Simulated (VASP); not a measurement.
Here is a VASP 6.6.1 calculation.

The input INCAR:

```
  PREC = Accurate
  ENCUT = 520
  EDIFF = 1E-7
  ISMEAR = 0
  SIGMA = 0.01
  LREAL = Auto
  LASPH = True
  NELM = 150
  ALGO = Normal
  ISIF = 2
  LWAVE = False
  LCHARG = False
  ISPIN = 2
  MAGMOM = 0.091 0.091 0.091 0 0 0.091 0.091 0.091 0 0 0 0.091 0 0.091 0.091 0.091 0.091
  LORBIT = 11
  GGA = PE
  NBANDS = 90
```

The input KPOINTS:

```
regular mesh
0
Gamma
  3 3 3
```

Contents of POSCAR:

```
Ga8P8H
1.0
    0.0000000000      5.5051169764     -5.5051169764
    5.5051169764      5.5051169764      0.0000000000
    5.5051169764      0.0000000000     -5.5051169764
Ga P H
8 8 1
Direct
    0.4992033967      0.4992033967      0.0007966033
    0.4992033967      0.0007966033      0.0007966033
    1.0007966033      0.4992033967      0.0007966033
    1.0000000000      0.0000000000      0.0000000000
    0.5000000000      0.5000000000      0.5000000000
    0.4992033967      0.0007966033      0.4992033967
    1.0007966033      0.4992033967      0.4992033967
    1.0007966033      0.0007966033      0.4992033967
    0.3750661722      0.3750661722      0.3750661722
    0.3750661722      0.8748014833      0.3750661722
    0.8748014833      0.3750661722      0.3750661722
    0.8733585868      0.8733585868      0.3799242397
    0.3750661722      0.3750661722      0.8748014833
    0.3799242397      0.8733585868      0.8733585868
    0.8733585868      0.3799242397      0.8733585868
    0.8733585868      0.8733585868      0.8733585868
    0.7500000000      0.7500000000      0.7500000000
```

Potentials or basis: VASP PAW PBE potentials, release 64 (Ga_d, P, H).

Run with:

```bash
$ cat potpaw_PBE.64/Ga_d/POTCAR potpaw_PBE.64/P/POTCAR potpaw_PBE.64/H/POTCAR > POTCAR
$ mpirun -np 1 vasp_std > vasp.out
```

Q: Predict the site moments.

A: Ga +0.00, +0.01; P +0.00; H +0.03 μB.

Q: What does it give for the net moment?

A: 0.11 μB per cell.

Forces on the atoms (eV/Å):
```
Ga   0.000 -0.004  0.000
Ga   0.004  0.000  0.000
Ga   0.000  0.000 -0.004
Ga   0.000  0.000  0.000
Ga   0.000  0.000  0.000
Ga   0.000  0.000  0.004
Ga  -0.004  0.000  0.000
Ga   0.000  0.004  0.000
P    0.004  0.004 -0.004
P   -0.004 -0.004 -0.004
P    0.004 -0.004  0.004
P   -0.001  0.001  0.001
P   -0.004  0.004  0.004
P    0.001 -0.001  0.001
P   -0.001 -0.001 -0.001
P    0.001  0.001 -0.001
H    0.000  0.000  0.000
```
